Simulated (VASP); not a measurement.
# CdTe (Cmcm) in VASP: further runs

Runs on CdTe. Level: PBEsol. Tasks: single point.

All numbers are computed with VASP 6.6.1; they aren't measurements. Logs are shortened: lines on timing, memory, paths and dates and some standing lists are left out, and cuts for length are marked.

### Step 1. The cell of the first run

It takes space group Cmcm (No. 63, orthorhombic). The conventional cell has a = 6.005 Å, b = 6.063 Å, c = 5.966 Å, α = 90.00°, β = 90.00°, γ = 90.00°. Cd (site symmetry m2m) has 6 Te at 2.97 to 3.10 Å and 10 Cd at 4.03 to 4.27 Å within 4.3 Å. Within 3.9 Å of Te (site symmetry m2m) lie 6 Cd at 2.97 to 3.10 Å.

### Step 2. Single point, PBEsol (27.15 Å³/atom)

The input, INCAR:

```
PREC = Accurate ; ENCUT = 520
EDIFF = 1E-6 ; ISMEAR = -1
SIGMA = 0.05 ; LREAL = False
LASPH = True ; NELM = 100
ALGO = Normal ; ISIF = 2
LWAVE = False ; LCHARG = False
GGA = PS ; NBANDS = 26
```

The input, KPOINTS:

```
regular mesh
0
Gamma
  9 9 6
```

The input, POSCAR:

```
CdTe
1.0
    3.0027164828     -3.0314359883      0.0000000000
    3.0027164828      3.0314359883      0.0000000000
    0.0000000000      0.0000000000      5.9663180922
Cd Te
2 2
Direct
    0.2770300000      0.7229700000      0.7500000000
    0.7229700000      0.2770300000      0.2500000000
    0.7661370000      0.2338630000      0.7500000000
    0.2338630000      0.7661370000      0.2500000000
```

Potentials or basis: VASP PAW PBE potentials, release 64 (Cd, Te).

On the command line:

```sh
> cat potpaw_PBE.64/Cd/POTCAR potpaw_PBE.64/Te/POTCAR > POTCAR
> mpirun -np 1 vasp_std > vasp.out
```

OUTCAR:

```text
PREC = Accurate
   ENCUT = 520
   EDIFF = 1E-6
   ISMEAR = -1
   LREAL = False
   LASPH = True
   NELM = 100
   ISIF = 2
   GGA = PS

 ion  position               nearest neighbor table
   1  0.277  0.723  0.750-   3 2.97   4 2.99   4 2.99   3 3.00   3 3.00   3 3.10
   2  0.723  0.277  0.250-   4 2.97   3 2.99   3 2.99   4 3.00   4 3.00   4 3.10
   3  0.766  0.234  0.750-   1 2.97   2 2.99   2 2.99   1 3.00   1 3.00   1 3.10
   4  0.234  0.766  0.250-   2 2.97   1 2.99   1 2.99   2 3.00   2 3.00   2 3.10

  LATTYP: Found a base centered orthorhombic cell.
 ALAT       =     6.0054329656
 B/A-ratio  =     1.0095645079
 C/A-ratio  =     0.9934867521

  Lattice vectors:

 A1 = (   3.0027164828,  -3.0314359883,   0.0000000000)
 A2 = (   3.0027164828,   3.0314359883,   0.0000000000)
 A3 = (   0.0000000000,   0.0000000000,   5.9663180922)

Analysis of symmetry for initial positions (statically):
=====================================================================
 Subroutine PRICEL returns:
 Original cell was already a primitive cell.

 Routine SETGRP: Setting up the symmetry group for a
 base centered orthorhombic supercell.

 Subroutine GETGRP returns: Found  8 space group operations
 (whereof  4 operations were pure point group operations)
 out of a pool of  8 trial point group operations.

The static configuration has the point symmetry C_2h.
 The point group associated with its full space group is D_2h.

Analysis of symmetry for dynamics (positions and initial velocities):
=====================================================================
 Subroutine PRICEL returns:
 Original cell was already a primitive cell.

 Routine SETGRP: Setting up the symmetry group for a
 base centered orthorhombic supercell.

 Subroutine GETGRP returns: Found  8 space group operations
 (whereof  4 operations were pure point group operations)
 out of a pool of  8 trial point group operations.

The dynamic configuration has the point symmetry C_2h.
 The point group associated with its full space group is D_2h.

 Subroutine INISYM returns: Found  8 space group operations
 (whereof  4 operations are pure point group operations),
 and found     1 'primitive' translations

----------------------------------------------------------------------------------------

                                     Primitive cell

  volume of cell :     108.6173

  direct lattice vectors                    reciprocal lattice vectors
     3.002716483 -3.031435988  0.000000000     0.166515887 -0.164938333  0.000000000
     3.002716483  3.031435988  0.000000000     0.166515887  0.164938333  0.000000000
     0.000000000  0.000000000  5.966318092     0.000000000  0.000000000  0.167607557

  length of vectors
     4.266838458  4.266838458  5.966318092     0.234376182  0.234376182  0.167607557

  position of ions in fractional coordinates (direct lattice)
     0.277030000  0.722970000  0.750000000
     0.722970000  0.277030000  0.250000000
     0.766137000  0.233863000  0.750000000
     0.233863000  0.766137000  0.250000000

  ion indices of the primitive-cell ions
   primitive index   ion index
                 1           1
                 2           2
                 3           3
                 4           4

----------------------------------------------------------------------------------------

 KPOINTS: regular mesh

Automatic generation of k-mesh.
 Grid dimensions read from file:
 generate k-points for:    9    9    6

 Generating k-lattice:

  Cartesian coordinates                     Fractional coordinates (reciprocal lattice)
     0.018501765 -0.018326481  0.000000000     0.111111111  0.000000000  0.000000000
     0.018501765  0.018326481  0.000000000     0.000000000  0.111111111  0.000000000
     0.000000000  0.000000000  0.027934593     0.000000000  0.000000000  0.166666667

  Length of vectors
     0.026041798  0.026041798  0.027934593

  Shift w.r.t. Gamma in fractional coordinates (k-lattice)
     0.000000000  0.000000000  0.000000000

 Subroutine IBZKPT returns following result:
 ===========================================

 Found    100 irreducible k-points:

 Following reciprocal coordinates:
            Coordinates               Weight
  0.000000  0.000000  0.000000      1.000000
  0.111111  0.000000  0.000000      4.000000
  0.222222  0.000000  0.000000      4.000000
  0.333333  0.000000  0.000000      4.000000
  0.444444  0.000000  0.000000      4.000000
  0.111111  0.111111  0.000000      2.000000
[... 16 lines left out ...]
 -0.333333  0.333333  0.000000      2.000000
  0.444444  0.444444  0.000000      2.000000
 [... further k-points ...]
   k-points           NKPTS =    100   k-points in BZ     NKDIM =    100   number of bands    NBANDS=     26
   number of dos      NEDOS =    301   number of ions     NIONS =      4
   total plane-waves  NPLWV =  49152
   dimension x,y,z NGX =    32 NGY =   32 NGZ =   48
   dimension x,y,z NGXF=    64 NGYF=   64 NGZF=   96
   ions per type =               2   2
   NGX,Y,Z   is equivalent  to a cutoff of  12.47, 12.47, 13.37 a.u.
   NGXF,Y,Z  is equivalent  to a cutoff of  24.94, 24.94, 26.75 a.u.
 SYSTEM =  unknown system
   PREC   = accura    normal or accurate (medium, high low for compatibility)
   ISTART =      0    job   : 0-new  1-cont  2-samecut
   ICHARG =      2    charge: 1-file 2-atom 10-const
   ISPIN  =      1    spin polarized calculation?
   LNONCOLLINEAR =      F non collinear calculations
   LSORBIT =      F    spin-orbit coupling
   LASPH  =      T    aspherical Exc in radial PAW
   ENCUT  =  520.0 eV  38.22 Ry    6.18 a.u.   7.93  7.93 11.09*2*pi/ulx,y,z
   NELM   =    100;   NELMIN=  2; NELMDL= -5     # of ELM steps
   EDIFF  = 0.1E-05   stopping-criterion for ELM
   LREAL  =      F    real-space projection
   EDIFFG = 0.1E-04   stopping-criterion for IOM
   NSW    =      0    number of steps for IOM
   IBRION =     -1    ionic relax: 0-MD 1-quasi-New 2-CG
   NFREE  =      0    steps in history (QN), initial steepest desc. (CG)
   ISIF   =      2    stress and relaxation
   ISYM   =      2    0-nonsym 1-usesym 2-fastsym
   POTIM  = 0.5000    time-step for ionic-motion
   TEBEG  =    0.0;   TEEND  =   0.0 temperature during run
   PSTRESS=    0.0 pullay stress
   NELECT =      36.0000    total number of electrons
   NUPDOWN=      -1.0000    fix difference up-down
   EMIN   =  10.00;   EMAX   =-10.00  energy-range for DOS
   EFERMI =   0.00;   METHOD = LEGACY
   ISMEAR =    -1;   SIGMA  =   0.05  broadening in eV -4-tet -1-fermi 0-gaus
   EFERMI_NEDOS =   21; number of points for ismear=-14 and -15
   IALGO  =     38    algorithm
   IMIX   =      4    mixing-type and parameters
     AMIX     =   0.40;   BMIX     =  1.00
     AMIX_MAG =   1.60;   BMIX_MAG =  1.00
  volume/ion in A,a.u.               =      27.15       183.25
  Fermi-wavevector in a.u.,A,eV,Ry     =   1.132946  2.140958 17.463991  1.283567
  Thomas-Fermi vector in A             =   2.269648
   LORBIT       =      0    0 simple, 1 ext, 2 COOP (PROOUT), +10 PAW based schemes
   GGA     = PS    functional components
   LHFCALC =     F    Hartree Fock is set to
   AEXX    =    0.0000 exact exchange contribution
   IVDW    =     0    specifies the selected vdW correction
   LEPSILON=     F    determine dielectric tensor
   LRPA    =     F    only Hartree local field effects (RPA)
 non-spin polarized calculation
  energy-cutoff  :      520.00
  volume of cell :      108.62
 maximum number of plane-waves:      2954
   NGX = 15   NGY = 15   NGZ = 23

 number of electron      36.0000004 magnetization

 Free energy of the ion-electron system (eV)
  ---------------------------------------------------
  ext. energy  EPLUGINS =         0.00000000
  ---------------------------------------------------
  free energy    TOTEN  =       -10.48226615 eV

  energy without entropy =      -10.46566081  energy(sigma->0) =      -10.47396348

 E-fermi :   4.2500     XC(G=0): -10.1030

 val. band max:        4.2480260913   @ k =   0.4444   0.0000   0.1667
 cond. band min:       4.2636035473   @ k =   0.3333   0.0000   0.1667
 fundamental gap:      0.0155774560
 Fermi energy:         4.2499504551

 k-point     1 :       0.0000    0.0000    0.0000
  band No.  band energies     occupation
      1      -7.6441      2.00000
      2      -6.6890      2.00000
      3      -4.1088      2.00000
      4      -4.0863      2.00000
      5      -4.0677      2.00000
      6      -4.0420      2.00000
[... 18 lines left out ...]
     25      11.9810      0.00000
     26      12.1258      0.00000

 k-point     2 :       0.1111    0.0000    0.0000
  band No.  band energies     occupation
      1      -7.5739      2.00000
      2      -6.6571      2.00000
      3      -4.1040      2.00000
      4      -4.0979      2.00000
      5      -4.0803      2.00000
      6      -4.0434      2.00000
[... 18 lines left out ...]
     25      11.3287      0.00000
     26      12.0719      0.00000

 k-point     3 :       0.2222    0.0000    0.0000
  band No.  band energies     occupation
      1      -7.3749      2.00000
      2      -6.5807      2.00000
      3      -4.1415      2.00000
      4      -4.1250      2.00000
      5      -4.0864      2.00000
      6      -4.0751      2.00000
[... 18 lines left out ...]
     25      11.5418      0.00000
     26      11.6208      0.00000

 k-point     4 :       0.3333    0.0000    0.0000
  band No.  band energies     occupation
      1      -7.0862      2.00000
      2      -6.5191      2.00000
      3      -4.1875      2.00000
      4      -4.1801      2.00000
      5      -4.1151      2.00000
      6      -4.0733      2.00000
[... 18 lines left out ...]
     25      10.4146      0.00000
     26      11.8253      0.00000
[... 496 lines left out ...]
      1      -6.7630      2.00000
      2      -6.6479      2.00000
      3      -4.1077      2.00000
      4      -4.0954      2.00000
      5      -4.0703      2.00000
      6      -4.0379      2.00000
[... 18 lines left out ...]
     25      13.2895      0.00000
     26      13.3476      0.00000

 k-point    23 :      -0.3333    0.3333    0.0000
  band No.  band energies     occupation
      1      -6.8708      2.00000
      2      -6.5911      2.00000
      3      -4.1118      2.00000
      4      -4.0969      2.00000
      5      -4.0794      2.00000
      6      -4.0338      2.00000
[... 18 lines left out ...]
     25      12.2926      0.00000
     26      12.5213      0.00000

 k-point    24 :       0.4444    0.4444    0.0000
  band No.  band energies     occupation
      1      -6.7236      2.00000
      2      -6.6966      2.00000
      3      -4.1200      2.00000
      4      -4.1085      2.00000
      5      -4.0364      2.00000
      6      -4.0159      2.00000
[... 18 lines left out ...]
     25      13.6973      0.00000
     26      13.8808      0.00000

 [... further k-points ...]
[... 5 lines left out ...]
  --------------------------------------------------------------------------------------
  -------------------------------------------------------------------------------------
  Total       -0.1521936     -0.2352018      0.1889587      0.0000000      0.0000000      0.0000000
  in kB       -2.2449568     -3.4693819      2.7872649      0.0000000      0.0000000      0.0000000
  external PRESSURE =      -0.9756913 kB  Pullay stress =       0.0000000 kB

 VOLUME and BASIS-vectors are now :
 -----------------------------------------------------------------------------
  energy-cutoff  :      520.00
  volume of cell :      108.62
      direct lattice vectors                 reciprocal lattice vectors
     3.002716483 -3.031435988  0.000000000     0.166515887 -0.164938333  0.000000000
     3.002716483  3.031435988  0.000000000     0.166515887  0.164938333  0.000000000
     0.000000000  0.000000000  5.966318092     0.000000000  0.000000000  0.167607557

 POSITION                                       TOTAL-FORCE (eV/Angst)
 -----------------------------------------------------------------------------------
      3.00272      1.35184      4.47474         0.000000      0.069231     -0.000000
      3.00272     -1.35184      1.49158         0.000000     -0.069231      0.000000
      3.00272     -1.61355      4.47474         0.000000     -0.012927     -0.000000
      3.00272      1.61355      1.49158         0.000000      0.012927      0.000000
 -----------------------------------------------------------------------------------
    total drift:                                0.000000      0.000000      0.000000

  FREE ENERGIE OF THE ION-ELECTRON SYSTEM (eV)
  ---------------------------------------------------
  free  energy   TOTEN  =       -10.4822661478 eV

  energy  without entropy=      -10.4656608108  energy(sigma->0) =      -10.47396348
```

It took 76 s on 1 thread of Intel Xeon 6975P-C (Granite Rapids), shared host; peak memory 0.38 GiB.

What came out:

```yaml
Free_energy: -10.4823 eV
Pressure: -0.1 GPa
Largest_force: 0.069 eV/Å
Band_gap_on_the_k_mesh: zero (bands 18 and 19 overlap by 1.30 eV)
```

Forces in eV/Å, atoms in the order of the input:
```
Cd   0.000  0.069  0.000
Cd   0.000 -0.069  0.000
Te   0.000 -0.013  0.000
Te   0.000  0.013  0.000
```

Caveat: the PAW data sets were made with another functional, which shifts forces and pressure a little; spin-orbit coupling is left out, which moves the levels of the heavy elements.

### Step 3. Single point, PBEsol (28.31 Å³/atom)

This run uses another cell than the first one, of 28.31 Å³/atom.

The input, INCAR:

```
  PREC = Accurate
  ENCUT = 520
  EDIFF = 1E-6
  ISMEAR = -1
  SIGMA = 0.05
  LREAL = False
  LASPH = True
  NELM = 80
  ALGO = Normal
  ISIF = 2
  LWAVE = False
  LCHARG = False
  GGA = PS
  NBANDS = 26
```

The input, KPOINTS:

```
Automatic mesh
0
Gamma
  9 9 6
```

The input, POSCAR:

```
CdTe
1.0
    3.0447179573     -3.0738391863      0.0000000000
    3.0447179573      3.0738391863      0.0000000000
    0.0000000000      0.0000000000      6.0497739093
Cd Te
2 2
Direct
    0.2770300000      0.7229700000      0.7500000000
    0.7229700000      0.2770300000      0.2500000000
    0.7661370000      0.2338630000      0.7500000000
    0.2338630000      0.7661370000      0.2500000000
```

Potentials or basis: VASP PAW PBE potentials, release 64 (Cd, Te).

On the command line:

```sh
> cat potpaw_PBE.64/Cd/POTCAR potpaw_PBE.64/Te/POTCAR > POTCAR
> mpirun -np 1 vasp_std > vasp.out
```

It took 79 s on 1 thread of Intel Xeon 6975P-C (Granite Rapids), shared host; peak memory 0.39 GiB.

It converged, with:

| Quantity | Value |
| --- | --- |
| Free energy | -10.4483 eV |
| Pressure | -2.2 GPa |
| Largest force | 0.047 eV/Å |
| Band gap on the k mesh | zero (bands 18 and 19 overlap by 1.25 eV) |

Forces in eV/Å, atoms in the order of the input:
```
Cd   0.000  0.047  0.000
Cd   0.000 -0.047  0.000
Te   0.000  0.033  0.000
Te   0.000 -0.033  0.000
```

Stress tensor (GPa, compression positive):
```
-2.29  0.00  0.00
 0.00 -2.35  0.00
 0.00  0.00 -1.90
```

Levels at points of the mesh, in eV from the Fermi level:
| k point | band 15 | band 16 | band 17 | band 18 | band 19 | band 20 | band 21 | band 22 |
| --- | --- | --- | --- | --- | --- | --- | --- | --- |
| (0.00, 0.00, 0.00) | -2.07 | -1.34 | -0.46 | -0.42 | -0.36 | 0.29 | 4.17 | 6.92 |
| (0.00, 0.00, 0.50) | -1.34 | -1.34 | -1.29 | -1.29 | 1.61 | 1.61 | 4.99 | 4.99 |

Caveat: the PAW data sets were made with another functional, which shifts forces and pressure a little; spin-orbit coupling is left out, which moves the levels of the heavy elements.
